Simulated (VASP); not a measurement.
Input of a VASP 6.6.1 run:

Contents of INCAR:

```
SYSTEM = ZnSe
PREC = Accurate ; ENCUT = 500
EDIFF = 1E-6 ; ISMEAR = -1
SIGMA = 0.1 ; LREAL = .False.
LASPH = .True. ; NELM = 200
ALGO = Normal ; ISIF = 2
LWAVE = .False. ; LCHARG = .False.
ISPIN = 2 ; MAGMOM = 0.2 0.2
LORBIT = 11 ; GGA = PE
NBANDS = 20 ; GGA_COMPAT = .False.
```

File KPOINTS:

```
Automatic mesh
0
Gamma
  5 5 5
  0 0 0
```

Contents of POSCAR:

```
ZnSe
1.0
    3.3376815590      0.0000000000      0.0000000000
    0.0000000000      3.3376815590      0.0000000000
    0.0000000000      0.0000000000      3.3376815590
Zn Se
1 1
Direct
    0.5000000000      0.5000000000      0.5000000000
    0.0000000000      0.0000000000      0.0000000000
```

Potentials or basis: VASP PAW PBE potentials, release 64 (Zn, Se).

Launch:

```console
$ cat potpaw_PBE.64/Zn/POTCAR potpaw_PBE.64/Se/POTCAR > POTCAR
$ mpirun -np 1 vasp_std > vasp.out
```

(1) What does it give for the pressure?

(2) What does it give for the net moment?

(3) What does it give for the band gap on the k mesh?

Results:

(1) 0.1 GPa.

(2) 0.00 μB per cell.

(3) zero (filled and empty bands overlap).

Caveat: the k points lie up to 0.38 Å⁻¹ apart.
